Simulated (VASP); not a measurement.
# O (Fmmm) in VASP: notebook

O is run at these levels: LDA; tasks: electric field gradients, single point.

Program: VASP 6.6.1. These are calculated values, not measurements. Logs are shortened: lines on timing, memory, paths and dates and some standing lists are left out, and cuts for length are marked.

### 1 The cell of the first run

It takes space group Fmmm (No. 69, orthorhombic). The conventional cell has a = 3.043 Å, b = 3.830 Å, c = 7.900 Å, α = 90.00°, β = 90.00°, γ = 90.00°. O (site symmetry mm2) has 1 O at 1.25 Å within 1.7 Å.

### 2 Electric field gradients, LDA (11.51 Å³/atom)

INCAR reads:

```
PREC     = Accurate       # precision mode
ENCUT    = 520            # plane-wave cutoff, eV
EDIFF    = 1E-8           # SCF threshold, eV
ISMEAR   = -1             # smearing method
SIGMA    = 0.08           # smearing width, eV
LREAL    = False          # projectors in reciprocal space
LASPH    = True           # aspherical terms in the spheres
NELM     = 60             # most SCF steps
ALGO     = Normal         # electronic algorithm
ISIF     = 2              # what is computed and relaxed
LWAVE    = False          # write WAVECAR
LCHARG   = False          # write CHGCAR
GGA      = CA             # functional
LEFG     = True         
NBANDS   = 13             # bands
```

KPOINTS reads:

```
regular mesh
0
Gamma
  14 14 14
```

POSCAR reads:

```
O
1.0
    0.0000000000      1.9147547599      3.9501433705
    1.5215354374      0.0000000000      3.9501433705
    1.5215354374      1.9147547599      0.0000000000
O
2
Direct
    0.4210980000      0.4210980000      0.5789020000
    0.5789020000      0.5789020000      0.4210980000
```

Potentials or basis: VASP PAW LDA potentials, release 64 (O).

Launch:

```bash
> cat potpaw_LDA.64/O/POTCAR > POTCAR
> mpirun -np 1 vasp_std > vasp.out
```

OUTCAR:

```text
PREC = Accurate
   ENCUT = 520
   EDIFF = 1E-8
   ISMEAR = -1
   LREAL = False
   LASPH = True
   NELM = 60
   ISIF = 2
   GGA = CA

 ion  position               nearest neighbor table
   1  0.421  0.421  0.579-   2 1.25
   2  0.579  0.579  0.421-   1 1.25

  LATTYP: Found a face centered orthorhombic cell.
 ALAT       =     3.0430708748
 B/A-ratio  =     1.2584358621
 C/A-ratio  =     2.5961560102

  Lattice vectors:

 A1 = (   0.0000000000,   1.9147547599,   3.9501433705)
 A2 = (   1.5215354374,   0.0000000000,   3.9501433705)
 A3 = (   1.5215354374,   1.9147547599,   0.0000000000)

Analysis of symmetry for initial positions (statically):
=====================================================================
 Subroutine PRICEL returns:
 Original cell was already a primitive cell.

 Routine SETGRP: Setting up the symmetry group for a
 face centered orthorhombic supercell.

 Subroutine GETGRP returns: Found  8 space group operations
 (whereof  8 operations were pure point group operations)
 out of a pool of  8 trial point group operations.

The static configuration has the point symmetry D_2h.

Analysis of symmetry for dynamics (positions and initial velocities):
=====================================================================
 Subroutine PRICEL returns:
 Original cell was already a primitive cell.

 Routine SETGRP: Setting up the symmetry group for a
 face centered orthorhombic supercell.

 Subroutine GETGRP returns: Found  8 space group operations
 (whereof  8 operations were pure point group operations)
 out of a pool of  8 trial point group operations.

The dynamic configuration has the point symmetry D_2h.

 Subroutine INISYM returns: Found  8 space group operations
 (whereof  8 operations are pure point group operations),
 and found     1 'primitive' translations

----------------------------------------------------------------------------------------

                                     Primitive cell

  volume of cell :      23.0164

  direct lattice vectors                    reciprocal lattice vectors
     0.000000000  1.914754760  3.950143371    -0.328615416  0.261130047  0.126577684
     1.521535437  0.000000000  3.950143371     0.328615416 -0.261130047  0.126577684
     1.521535437  1.914754760  0.000000000     0.328615416  0.261130047 -0.126577684

  length of vectors
     4.389751523  4.233048870  2.445681066     0.438404953  0.438404953  0.438404953

  position of ions in fractional coordinates (direct lattice)
     0.421098000  0.421098000  0.578902000
     0.578902000  0.578902000  0.421098000

  ion indices of the primitive-cell ions
   primitive index   ion index
                 1           1
                 2           2

----------------------------------------------------------------------------------------

 KPOINTS: regular mesh

Automatic generation of k-mesh.
 Grid dimensions read from file:
 generate k-points for:   14   14   14

 Generating k-lattice:

  Cartesian coordinates                     Fractional coordinates (reciprocal lattice)
    -0.023472530  0.018652146  0.009041263     0.071428571  0.000000000  0.000000000
     0.023472530 -0.018652146  0.009041263     0.000000000  0.071428571  0.000000000
     0.023472530  0.018652146 -0.009041263    -0.000000000 -0.000000000  0.071428571

  Length of vectors
     0.031314639  0.031314639  0.031314639

  Shift w.r.t. Gamma in fractional coordinates (k-lattice)
     0.000000000  0.000000000  0.000000000

 Subroutine IBZKPT returns following result:
 ===========================================

 Found    428 irreducible k-points:

 Following reciprocal coordinates:
            Coordinates               Weight
  0.000000  0.000000  0.000000      1.000000
  0.071429  0.000000 -0.000000      8.000000
  0.142857 -0.000000 -0.000000      8.000000
  0.214286  0.000000  0.000000      8.000000
  0.285714  0.000000  0.000000      8.000000
  0.357143  0.000000  0.000000      8.000000
[... 16 lines left out ...]
  0.214286  0.142857  0.000000      8.000000
  0.285714  0.142857  0.000000      8.000000
 [... further k-points ...]
   k-points           NKPTS =    428   k-points in BZ     NKDIM =    428   number of bands    NBANDS=     13
   number of dos      NEDOS =    301   number of ions     NIONS =      2
   total plane-waves  NPLWV =  20736
   dimension x,y,z NGX =    36 NGY =   32 NGZ =   18
   dimension x,y,z NGXF=    72 NGYF=   64 NGZF=   36
   ions per type =               2
   NGX,Y,Z   is equivalent  to a cutoff of  13.63, 12.57, 12.24 a.u.
   NGXF,Y,Z  is equivalent  to a cutoff of  27.27, 25.13, 24.47 a.u.
 SYSTEM =  unknown system
   PREC   = accura    normal or accurate (medium, high low for compatibility)
   ISTART =      0    job   : 0-new  1-cont  2-samecut
   ICHARG =      2    charge: 1-file 2-atom 10-const
   ISPIN  =      1    spin polarized calculation?
   LNONCOLLINEAR =      F non collinear calculations
   LSORBIT =      F    spin-orbit coupling
   LASPH  =      T    aspherical Exc in radial PAW
   ENCUT  =  520.0 eV  38.22 Ry    6.18 a.u.   8.16  7.87  4.55*2*pi/ulx,y,z
   NELM   =     60;   NELMIN=  2; NELMDL= -5     # of ELM steps
   EDIFF  = 0.1E-07   stopping-criterion for ELM
   LREAL  =      F    real-space projection
   EDIFFG = 0.1E-06   stopping-criterion for IOM
   NSW    =      0    number of steps for IOM
   IBRION =     -1    ionic relax: 0-MD 1-quasi-New 2-CG
   NFREE  =      0    steps in history (QN), initial steepest desc. (CG)
   ISIF   =      2    stress and relaxation
   ISYM   =      2    0-nonsym 1-usesym 2-fastsym
   POTIM  = 0.5000    time-step for ionic-motion
   TEBEG  =    0.0;   TEEND  =   0.0 temperature during run
   PSTRESS=    0.0 pullay stress
   NELECT =      12.0000    total number of electrons
   NUPDOWN=      -1.0000    fix difference up-down
   EMIN   =  10.00;   EMAX   =-10.00  energy-range for DOS
   EFERMI =   0.00;   METHOD = LEGACY
   ISMEAR =    -1;   SIGMA  =   0.08  broadening in eV -4-tet -1-fermi 0-gaus
   EFERMI_NEDOS =   21; number of points for ismear=-14 and -15
   IALGO  =     38    algorithm
   IMIX   =      4    mixing-type and parameters
     AMIX     =   0.40;   BMIX     =  1.00
     AMIX_MAG =   1.60;   BMIX_MAG =  1.00
  volume/ion in A,a.u.               =      11.51        77.66
  Fermi-wavevector in a.u.,A,eV,Ry     =   1.317617  2.489935 23.621276  1.736115
  Thomas-Fermi vector in A             =   2.447645
   LORBIT       =      0    0 simple, 1 ext, 2 COOP (PROOUT), +10 PAW based schemes
   GGA     = CA    functional components
   LHFCALC =     F    Hartree Fock is set to
   AEXX    =    0.0000 exact exchange contribution
   IVDW    =     0    specifies the selected vdW correction
   LEPSILON=     F    determine dielectric tensor
   LRPA    =     F    only Hartree local field effects (RPA)
 non-spin polarized calculation
  energy-cutoff  :      520.00
  volume of cell :       23.02
 maximum number of plane-waves:       640
 NGX is ok and might be reduce to    36
   NGX = 17   NGY = 15   NGZ =  9

 number of electron      12.0000003 magnetization

 Free energy of the ion-electron system (eV)
  ---------------------------------------------------
  ext. energy  EPLUGINS =         0.00000000
  ---------------------------------------------------
  free energy    TOTEN  =       -10.92458033 eV

  energy without entropy =      -10.90226514  energy(sigma->0) =      -10.91342274

 E-fermi :  -0.2048     XC(G=0): -10.0558

 val. band max:       -0.2107842459   @ k =  -0.2857   0.2143   0.2857
 cond. band min:      -0.2044203307   @ k =   0.2143   0.0000   0.0000
 fundamental gap:      0.0063639152
 Fermi energy:        -0.2047849383

 k-point     1 :       0.0000    0.0000    0.0000
  band No.  band energies     occupation
      1     -26.5458      2.00000
      2     -14.4981      2.00000
      3      -8.5052      2.00000
      4      -5.0662      2.00000
      5      -4.6198      2.00000
      6       0.8768      0.00000
      7       1.2559      0.00000
      8       9.2740      0.00000
      9       9.3200      0.00000
     10      11.8238      0.00000
     11      17.5701      0.00000
     12      20.2846      0.00000
     13      25.5750      0.00000

 k-point     2 :       0.0714    0.0000   -0.0000
  band No.  band energies     occupation
      1     -26.5112      2.00000
      2     -14.4643      2.00000
      3      -8.4642      2.00000
      4      -5.1826      2.00000
      5      -4.6975      2.00000
      6       0.7804      0.00001
      7       1.1945      0.00000
      8       9.0451      0.00000
      9       9.6670      0.00000
     10      11.9832      0.00000
     11      17.7306      0.00000
     12      20.2810      0.00000
     13      24.9677      0.00000

 k-point     3 :       0.1429   -0.0000   -0.0000
  band No.  band energies     occupation
      1     -26.4120      2.00000
      2     -14.3662      2.00000
      3      -8.3568      2.00000
      4      -5.6214      2.00000
      5      -4.7681      2.00000
      6       0.4018      0.00102
      7       1.1409      0.00000
      8       8.8243      0.00000
      9      10.2155      0.00000
     10      12.4369      0.00000
     11      18.1367      0.00000
     12      20.1490      0.00000
     13      23.6893      0.00000
[... 305 lines left out ...]
 k-point    23 :       0.2143    0.1429    0.0000
  band No.  band energies     occupation
      1     -26.5020      2.00000
      2     -14.6195      2.00000
      3      -8.1493      2.00000
      4      -5.1971      2.00000
      5      -4.7045      2.00000
      6       0.8116      0.00001
      7       1.2110      0.00000
      8       7.6438      0.00000
      9      10.3102      0.00000
     10      12.1496      0.00000
     11      18.9406      0.00000
     12      20.0424      0.00000
     13      25.6369      0.00000

 k-point    24 :       0.2857    0.1429    0.0000
  band No.  band energies     occupation
      1     -26.4010      2.00000
      2     -14.5454      2.00000
      3      -7.9880      2.00000
      4      -5.6425      2.00000
      5      -4.7774      2.00000
      6       0.4347      0.00067
      7       1.1641      0.00000
      8       7.4615      0.00000
      9      10.8951      0.00000
     10      12.4927      0.00000
     11      19.3670      0.00000
     12      19.9664      0.00000
     13      24.4669      0.00000

 [... further k-points ...]
[... 5 lines left out ...]
  --------------------------------------------------------------------------------------
  -------------------------------------------------------------------------------------
  Total       -0.9676233     -1.4498815     -2.6498811      0.0000000      0.0000000      0.0000000
  in kB      -67.3563886   -100.9264494   -184.4585885      0.0000000      0.0000000      0.0000000
  external PRESSURE =    -117.5804755 kB  Pullay stress =       0.0000000 kB

 VOLUME and BASIS-vectors are now :
 -----------------------------------------------------------------------------
  energy-cutoff  :      520.00
  volume of cell :       23.02
      direct lattice vectors                 reciprocal lattice vectors
     0.000000000  1.914754760  3.950143371    -0.328615416  0.261130047  0.126577684
     1.521535437  0.000000000  3.950143371     0.328615416 -0.261130047  0.126577684
     1.521535437  1.914754760  0.000000000     0.328615416  0.261130047 -0.126577684

 POSITION                                       TOTAL-FORCE (eV/Angst)
 -----------------------------------------------------------------------------------
      1.52154      1.91475      3.32679         0.000000      0.000000      1.933157
      1.52154      1.91475      4.57349         0.000000      0.000000     -1.933157
 -----------------------------------------------------------------------------------
    total drift:                                0.000000      0.000000      0.000000

  FREE ENERGIE OF THE ION-ELECTRON SYSTEM (eV)
  ---------------------------------------------------
  free  energy   TOTEN  =       -10.9245803319 eV

  energy  without entropy=      -10.9022651421  energy(sigma->0) =      -10.91342274

 Electric field gradients (V/A^2)
---------------------------------------------------------------------
 ion       V_xx      V_yy      V_zz      V_xy      V_xz      V_yz
---------------------------------------------------------------------
   1     -74.787   -59.557   134.344     0.002     0.001    -0.000
   2     -74.787   -59.557   134.344     0.002     0.001    -0.000
---------------------------------------------------------------------

 Electric field gradients after diagonalization (V/A^2)
 (convention: |V_zz| > |V_xx| > |V_yy|)
----------------------------------------------------------------------
 ion       V_xx      V_yy      V_zz     asymmetry (V_yy - V_xx)/ V_zz
----------------------------------------------------------------------
   1     -74.787   -59.557   134.344       0.113
   2     -74.787   -59.557   134.344       0.113
----------------------------------------------------------------------

           NMR quadrupolar parameters

 Cq : quadrupolar parameter    Cq=e*Q*V_zz/h
 eta: asymmetry parameters     (V_yy - V_xx)/ V_zz
 Q  : nuclear electric quadrupole moment in mb (millibarn)
----------------------------------------------------------------------
 ion       Cq(MHz)       eta       Q (mb)
----------------------------------------------------------------------
   1       0.325       0.113       1.000
   2       0.325       0.113       1.000
----------------------------------------------------------------------
```

It took 3 min on 1 thread of Oxide Virtual Turin-like, shared host; peak memory 0.17 GiB.

What came out:

```yaml
Free_energy: -10.9246 eV
Pressure: -11.8 GPa
Largest_force: 1.933 eV/Å
Band_gap_on_the_k_mesh: zero (bands 6 and 7 overlap by 1.93 eV)
Largest_electric_field_gradient_by_atom: O +134.3 V/Å²
```

Forces in eV/Å, atoms in the order of the input:
```
O    0.000  0.000  1.933
O    0.000  0.000 -1.933
```

Electric field gradients, principal values (V/Å²):
| atom | least | middle | greatest (by size) |
| --- | --- | --- | --- |
| 1 O | -59.557 | -74.787 | 134.344 |
| 2 O | -59.557 | -74.787 | 134.344 |

Caveat: the standard files for N, O and F lose accuracy on very short bonds; spin is off for a triplet molecule; the stress differs along the axes, from -18 to -7 GPa; without QUAD_EFG the Cq values of the log hold for a quadrupole moment of 1 mb, not for the nuclei; forces of over 1 eV/Å act on the atoms, so gaps and moduli don't describe the material at rest.

### 3 Single point, LDA

This run uses another cell than the first one, of 11.07 Å³/atom.

POSCAR reads:

```
O
1.0
    0.0000000000      1.8898850000      3.8988370000
    1.5017730000      0.0000000000      3.8988370000
    1.5017730000      1.8898850000      0.0000000000
O
2
Direct
    0.4210980000      0.4210980000      0.5789020000
    0.5789020000      0.5789020000      0.4210980000
```

INCAR.step1 reads:

```
SYSTEM = O
PREC = Accurate
ENCUT = 520
EDIFF = 1E-7
ISMEAR = -1
SIGMA = 0.08
LREAL = .FALSE.
LASPH = .TRUE.
NELM = 60
ALGO = Normal
ISIF = 2
LWAVE = .FALSE.
LCHARG = .TRUE.
NBANDS = 13
```

KPOINTS.step1 reads:

```
Automatic mesh
0
G
  14 14 14
  0 0 0
```

INCAR.step2 reads:

```
SYSTEM = O
PREC = Accurate
ENCUT = 520
EDIFF = 1E-7
ISMEAR = -5
SIGMA = 0.08
LREAL = .FALSE.
LASPH = .TRUE.
NELM = 60
ALGO = Normal
ISIF = 2
LWAVE = .FALSE.
LCHARG = .FALSE.
LORBIT = 11
NEDOS = 2001
ICHARG = 11
```

KPOINTS.step2 reads:

```
Automatic mesh
0
G
  21 21 21
  0 0 0
```

Potentials or basis: VASP PAW LDA potentials, release 64 (O).

Launch:

```bash
> cat potpaw_LDA.64/O/POTCAR > POTCAR
> cp INCAR.step1 INCAR
> cp KPOINTS.step1 KPOINTS
> mpirun -np 1 vasp_std > vasp.out
> cp INCAR.step2 INCAR
> cp KPOINTS.step2 KPOINTS
> mpirun -np 1 vasp_std > vasp.out
```

It took 5.4 min on 1 thread of Oxide Virtual Turin-like, shared host; peak memory 0.3 GiB.

It converged, with:

```
Valence electrons inside the program's atomic spheres : O 4.86
```

Levels at points of the mesh, in eV from the Fermi level:
```csv
k point,band 3,band 4,band 5,band 6,band 7,band 8,band 9,band 10
"(0.00, 0.00, 0.00)",-8.57,-5.04,-4.57,1.16,1.56,9.77,9.95,12.06
```

Caveat: the standard files for N, O and F lose accuracy on very short bonds; spin is off for a triplet molecule.
